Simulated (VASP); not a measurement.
# Na2S (Fm-3m) in VASP: elastic constants with PBEsol

Aim: the elastic constants of Na2S with PBEsol.

All numbers are computed with VASP 6.6.1; they aren't measurements. Logs are shortened: lines on timing, memory, paths and dates and some standing lists are left out, and cuts for length are marked.

### Step 1. The cell of the first run

It takes space group Fm-3m (No. 225, cubic). The conventional cell has a = 6.501 Å, b = 6.501 Å, c = 6.501 Å, α = 90.00°, β = 90.00°, γ = 90.00°. Na (site symmetry -43m) has 4 S at 2.82 Å and 6 Na at 3.25 Å within 3.7 Å. S (site symmetry m-3m) has 8 Na at 2.82 Å within 3.7 Å.

### Step 2. Elastic constants, PBEsol

File INCAR:

```
ALGO = Normal ; EDIFF = 1E-8
ENCUT = 500 ; GGA = PS
GGA_COMPAT = F ; IBRION = 6
ISIF = 3 ; ISMEAR = 0
LASPH = T ; LCHARG = F
LREAL = F ; LWAVE = F
NBANDS = 17 ; NELM = 120
NFREE = 2 ; NSW = 1
POTIM = 0.015 ; PREC = Accurate
SIGMA = 0.01
```

File KPOINTS:

```
k-points
0
Gamma
  6 6 6
```

File POSCAR:

```
Na2S
1.0
    0.0000000000      3.2506226303      3.2506226303
    3.2506226303      0.0000000000      3.2506226303
    3.2506226303      3.2506226303      0.0000000000
Na S
2 1
Direct
    0.2500000000      0.2500000000      0.2500000000
    0.7500000000      0.7500000000      0.7500000000
    0.0000000000      0.0000000000      0.0000000000
```

Potentials or basis: VASP PAW PBE potentials, release 64 (Na_pv, S).

Run with:

```bash
$ cat potpaw_PBE.64/Na_pv/POTCAR potpaw_PBE.64/S/POTCAR > POTCAR
$ mpirun -np 1 vasp_std > vasp.out
```

OUTCAR:

```text
EDIFF = 1E-8
   ENCUT = 500
   GGA = PS
   IBRION = 6
   ISIF = 3
   ISMEAR = 0
   LASPH = T
   LREAL = F
   NELM = 120
   NFREE = 2
   NSW = 1
   POTIM = 0.015
   PREC = Accurate

 ion  position               nearest neighbor table
   1  0.250  0.250  0.250-
   2  0.750  0.750  0.750-
   3  0.000  0.000  0.000-

  LATTYP: Found a face centered cubic cell.
 ALAT       =     6.5012452606

  Lattice vectors:

 A1 = (   0.0000000000,   3.2506226303,   3.2506226303)
 A2 = (   3.2506226303,   0.0000000000,   3.2506226303)
 A3 = (   3.2506226303,   3.2506226303,   0.0000000000)

Analysis of symmetry for initial positions (statically):
=====================================================================
 Subroutine PRICEL returns:
 Original cell was already a primitive cell.

 Routine SETGRP: Setting up the symmetry group for a
 face centered cubic supercell.

 Subroutine GETGRP returns: Found 48 space group operations
 (whereof 48 operations were pure point group operations)
 out of a pool of 48 trial point group operations.

The static configuration has the point symmetry O_h .

Analysis of symmetry for dynamics (positions and initial velocities):
=====================================================================
 Subroutine PRICEL returns:
 Original cell was already a primitive cell.

 Routine SETGRP: Setting up the symmetry group for a
 face centered cubic supercell.

 Subroutine GETGRP returns: Found 48 space group operations
 (whereof 48 operations were pure point group operations)
 out of a pool of 48 trial point group operations.

The dynamic configuration has the point symmetry O_h .

 Subroutine INISYM returns: Found 48 space group operations
 (whereof 48 operations are pure point group operations),
 and found     1 'primitive' translations

[... 339 lines left out ...]
 Fermi energy:         0.3250763905

 k-point     1 :       0.0000    0.0000    0.0000
  band No.  band energies     occupation
      1     -21.8388      2.00000
      2     -21.8388      2.00000
      3     -21.8388      2.00000
      4     -21.7805      2.00000
      5     -21.7805      2.00000
      6     -21.7805      2.00000
[... 457 lines left out ...]
      4     -21.7913      2.00000
      5     -21.7890      2.00000
      6     -21.7690      2.00000
[... 9 lines left out ...]
     16      10.2790      0.00000
     17      13.4009      0.00000

 [... further k-points ...]
[... 5 lines left out ...]
  --------------------------------------------------------------------------------------
  -------------------------------------------------------------------------------------
  Total        0.0206030      0.0216487      0.0216487      0.0000000      0.0000000      0.0000000
  in kB        0.4805194      0.5049074      0.5049074      0.0000000      0.0000000      0.0000000
  external PRESSURE =       0.4967781 kB  Pullay stress =       0.0000000 kB
[... 18 lines left out ...]
  FREE ENERGIE OF THE ION-ELECTRON SYSTEM (eV)
  ---------------------------------------------------
  free  energy   TOTEN  =       -10.3744762057 eV

  energy  without entropy=      -10.3744762057  energy(sigma->0) =      -10.37447621

 INTERNAL STRAIN TENSORS FROM STRAINED CELLS
 ============================================

 INTERNAL STRAIN TENSOR FOR ION    1 for displacements in x,y,z  (eV/Angst):
          X           Y           Z          XY          YZ          ZX
  --------------------------------------------------------------------------------
  x     0.00000     0.00000    -0.00000    -0.00000    -1.46662     0.00000
  y     0.00000    -0.00000    -0.00000    -0.00000     0.00000    -1.46685
  z     0.00000     0.00000    -0.00000    -1.46713    -0.00000     0.00000

 INTERNAL STRAIN TENSORS FROM DISPLACED ATOMS
 ============================================

 INTERNAL STRAIN TENSOR FOR ION    1 for displacements in x,y,z  (eV/Angst):
          X           Y           Z          XY          YZ          ZX
  --------------------------------------------------------------------------------
  x    -0.00000     0.00000     0.00000     0.00000    -1.46755     0.00000
  y    -0.00000     0.00000    -0.00000     0.00000     0.00000    -1.46755
  z    -0.00000    -0.00000     0.00000    -1.46755     0.00000     0.00000

 INTERNAL STRAIN TENSOR FOR ION    3 for displacements in x,y,z  (eV/Angst):
          X           Y           Z          XY          YZ          ZX
  --------------------------------------------------------------------------------
  x     0.00000     0.00000     0.00000     0.00000     0.00000     0.00000
  y     0.00000     0.00000     0.00000     0.00000     0.00000     0.00000
  z     0.00000     0.00000     0.00000     0.00000     0.00000     0.00000

 Eigenvectors and eigenvalues of the dynamical matrix
 ----------------------------------------------------

   1 f  =    6.180777 THz    38.834966 2PiTHz  206.168522 cm-1    25.561627 meV
             X         Y         Z           dx          dy          dz
      1.625311  1.625311  1.625311    -0.138331   -0.336054    0.269384
      4.875934  4.875934  4.875934    -0.138331   -0.336054    0.269384
      0.000000  0.000000  0.000000     0.235030    0.570969   -0.457695
[... 43 lines left out ...]
   9 f/i=    0.009985 THz     0.062740 2PiTHz    0.333077 cm-1     0.041296 meV
             X         Y         Z           dx          dy          dz
      1.625311  1.625311  1.625311     0.543474    0.000000   -0.000000
      4.875934  4.875934  4.875934     0.543474   -0.000000    0.000000
      0.000000  0.000000  0.000000     0.639743    0.000000    0.000000

--------------------------------------------------------------------------------------------------------

 ELASTIC MODULI CONTR FROM IONIC RELAXATION (kBar)
 Direction    XX          YY          ZZ          XY          YZ          ZX
 --------------------------------------------------------------------------------
 XX          -0.0000      0.0000     -0.0000     -0.0000     -0.0000     -0.0000
 YY           0.0000     -0.0000      0.0000     -0.0000      0.0000      0.0000
 ZZ          -0.0000      0.0000     -0.0000      0.0000      0.0000     -0.0000
 XY          -0.0000     -0.0000      0.0000    -33.4555      0.0000     -0.0000
 YZ          -0.0000      0.0000      0.0000      0.0000    -33.4555     -0.0000
 ZX          -0.0000      0.0000     -0.0000     -0.0000     -0.0000    -33.4555
 --------------------------------------------------------------------------------

 TOTAL ELASTIC MODULI (kBar)
 Direction    XX          YY          ZZ          XY          YZ          ZX
 --------------------------------------------------------------------------------
 XX         565.4829    170.6870    170.6870     -0.0000     -0.0000     -0.0000
 YY         170.6870    565.4829    170.6870     -0.0000      0.0000      0.0000
 ZZ         170.6870    170.6870    565.4829      0.0000      0.0000     -0.0000
 XY          -0.0000     -0.0000      0.0000    180.8703      0.0000     -0.0000
 YZ          -0.0000      0.0000      0.0000      0.0000    180.8703     -0.0000
 ZX          -0.0000      0.0000     -0.0000     -0.0000     -0.0000    180.8703
 --------------------------------------------------------------------------------
```

OSZICAR:

```text
N       E                     dE             d eps       ncg     rms          rms(c)
DAV:   1     0.145252668081E+03    0.14525E+03   -0.10117E+04   544   0.119E+03
DAV:   2    -0.643576396368E+00   -0.14590E+03   -0.14156E+03   600   0.315E+02
DAV:   3    -0.109681895832E+02   -0.10325E+02   -0.10276E+02   655   0.857E+01
[... 213 lines left out ...]
DAV:  10    -0.103744763861E+02    0.46173E-06   -0.45842E-07  1134   0.254E-03    0.190E-02
DAV:  11    -0.103744762584E+02    0.12763E-06   -0.21427E-07  1164   0.187E-03    0.135E-02
DAV:  12    -0.103744762225E+02    0.35954E-07   -0.42777E-08  1188   0.889E-04    0.989E-03
DAV:  13    -0.103744762083E+02    0.14143E-07   -0.83551E-09   675   0.444E-04    0.691E-03
DAV:  14    -0.103744762057E+02    0.26337E-08   -0.25127E-09   548   0.312E-04
  17 F= -.10374476E+02 E0= -.10374476E+02  d E =-.135804E-82
```

It took 4.1 min on 1 thread of Intel Xeon 6975P-C (Granite Rapids), shared host; peak memory 0.26 GiB.

Results:

| Property | Result |
| --- | --- |
| Elastic constants C11, C12, C44 | 57, 17, 18 GPa |
| Voigt bulk modulus | 30 GPa |
| Highest phonon frequency at Γ, LO-TO splitting left out | 206 cm⁻¹ |

Phonon frequencies in cm⁻¹ (negative: imaginary):
| q point | frequencies |
| --- | --- |
| (0.000, 0.000, 0.000) | 0 0 0 188 188 188 206 206 206 |

Elastic tensor in Voigt notation (GPa, in the Cartesian axes of the cell as first typed):
```
57 17 17  0  0  0
17 57 17  0  0  0
17 17 57  0  0  0
 0  0  0 18  0  0
 0  0  0  0 18  0
 0  0  0  0  0 18
```

Clamped-ion elastic tensor (GPa):
```
57 17 17  0  0  0
17 57 17  0  0  0
17 17 57  0  0  0
 0  0  0 21  0  0
 0  0  0  0 21  0
 0  0  0  0  0 21
```

Caveat: the PAW data sets were made with another functional, which shifts forces and pressure a little.
